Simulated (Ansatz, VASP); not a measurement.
**One calculation of Na, two programs**

Contents of POSCAR:

```
Na
1.0
   -2.1410000000      2.1410000000      2.1410000000
    2.1410000000     -2.1410000000      2.1410000000
    2.1410000000      2.1410000000     -2.1410000000
Na
1
Direct
    0.0000000000      0.0000000000      0.0000000000
```

File INCAR.step1:

```
SYSTEM = Na
PREC     = Accurate       ! precision mode
ENCUT    = 400            ! plane-wave cutoff, eV
ISMEAR   = -1             ! smearing method
SIGMA    = 0.01           ! smearing width, eV
LREAL    = .False.        ! projectors in reciprocal space
LASPH    = .True.         ! aspherical terms in the spheres
NELM     = 120            ! most SCF steps
ALGO     = Normal         ! electronic algorithm
ISIF     = 2              ! what is computed and relaxed
LWAVE    = .True.         ! write WAVECAR
LCHARG   = .False.        ! write CHGCAR
GGA      = PE             ! functional
EDIFF    = 1E-5           ! SCF threshold, eV
NBANDS   = 10             ! bands
GGA_COMPAT= .False.
```

File INCAR.step2:

```
SYSTEM = Na
PREC     = Accurate       ! precision mode
ENCUT    = 400            ! plane-wave cutoff, eV
EDIFF    = 1E-8           ! SCF threshold, eV
ISMEAR   = -1             ! smearing method
SIGMA    = 0.01           ! smearing width, eV
LREAL    = .False.        ! projectors in reciprocal space
LASPH    = .True.         ! aspherical terms in the spheres
NELM     = 120            ! most SCF steps
ALGO     = Normal         ! electronic algorithm
ISIF     = 2              ! what is computed and relaxed
LWAVE    = .False.        ! write WAVECAR
LCHARG   = .False.        ! write CHGCAR
GGA      = PE             ! functional
LHFCALC  = .True.         ! exact exchange
AEXX     = 0.25           ! exact-exchange fraction
PRECFOCK = Normal       
LEFG     = .True.       
ISTART   = 1            
NBANDS   = 10             ! bands
GGA_COMPAT= .False.
```

The input KPOINTS:

```
regular mesh
0
Gamma
  6 6 6
  0 0 0
```

The input input.yaml:

```yaml
crystal:
  lattice: { a: 4.282, b: 4.282, c: 4.282, alpha: 90.0, beta: 90.0, gamma: 90.0 }
  space_group: 229
  reduce_to_primitive: true
  atoms:
    - { symbol: Na, wyckoff: "2a", position: [0.0, 0.0, 0.0] }
hamiltonian:
  xc: pbe0
  pseudopotentials: { kind: paw, source: jth }
kpoints:
  mp_grid: { grid: [6, 6, 6] }
scf:
  occupations: { method: fermi_dirac, width: 0.01 }
output:
  forces: true
  stress: true
  eigenvalues: true
  efg: {}
  write_density: true
  write_potential: true
  elf: true
  volumetric_format: npy
```

Alike in both runs: task electric field gradients; functional PBE0; k mesh 6 × 6 × 6; occupations fermi-dirac, width 0.01 eV; no spin polarisation.

|  | VASP | Ansatz |
| --- | --- | --- |
| version | VASP 6.6.1 | Ansatz 0.2.0 |
| potentials or method | VASP PAW PBE potentials, release 64 (Na_pv) | JTH PAW |
| plane-wave cutoff (eV) | 400 | 1440 |
| valence electrons in the cell | 7 | 9 |

|  | VASP | Ansatz | Ansatz less VASP |
| --- | --- | --- | --- |
| gap on the k mesh at the Fermi level (eV) | none | none | - |
| pressure (GPa) | -0.4 | -0.1 | +0.22 |

A gap of «none» marks a metal or a gap that the smearing closes. With one functional, cell and mesh, what is left measures potentials, basis and numerics. VASP's potentials hold 7 valence electrons a cell and Ansatz's 9, so a difference there can come from the potentials and not from the codes.
